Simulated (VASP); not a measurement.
A run of VASP 6.6.1:

File INCAR:

```
SYSTEM = NaI
PREC     = Accurate       ! precision mode
ENCUT    = 600            ! plane-wave cutoff, eV
EDIFF    = 1E-7           ! SCF threshold, eV
ISMEAR   = -1             ! smearing method
SIGMA    = 0.05           ! smearing width, eV
LREAL    = .FALSE.        ! projectors in reciprocal space
LASPH    = .TRUE.         ! aspherical terms in the spheres
NELM     = 60             ! most SCF steps
ALGO     = Normal         ! electronic algorithm
ISIF     = 3              ! what is computed and relaxed
LWAVE    = .FALSE.        ! write WAVECAR
LCHARG   = .FALSE.        ! write CHGCAR
GGA      = PS             ! functional
IBRION   = 2              ! ionic algorithm
NSW      = 80             ! ionic steps
EDIFFG   = -0.02          ! ionic threshold
PSTRESS  = 50.0
```

File KPOINTS:

```
Automatic mesh
0
G
  7 7 7
  0 0 0
```

Contents of POSCAR:

```
NaI
1.0
    0.0000000000      3.2364000000      3.2364000000
    3.2364000000      0.0000000000      3.2364000000
    3.2364000000      3.2364000000      0.0000000000
I Na
1 1
Direct
    0.5000000000      0.5000000000      0.5000000000
    0.0000000000      0.0000000000      0.0000000000
```

Potentials or basis: VASP PAW PBE potentials, release 64 (I, Na_pv).

Command:

```sh
$ cat potpaw_PBE.64/I/POTCAR potpaw_PBE.64/Na_pv/POTCAR > POTCAR
$ mpirun -np 1 vasp_std > vasp.out
```

Hardware: 1 thread of Intel(R) Xeon(R) Platinum 8488C (Sapphire Rapids), with other jobs on the host.

How long does it take, and how much memory?

Wall time 38 s on 1 thread of Intel(R) Xeon(R) Platinum 8488C (Sapphire Rapids), on a shared host, peak memory 0.25 GiB. Counts: scf iterations 32, k points 20, ion steps 3.
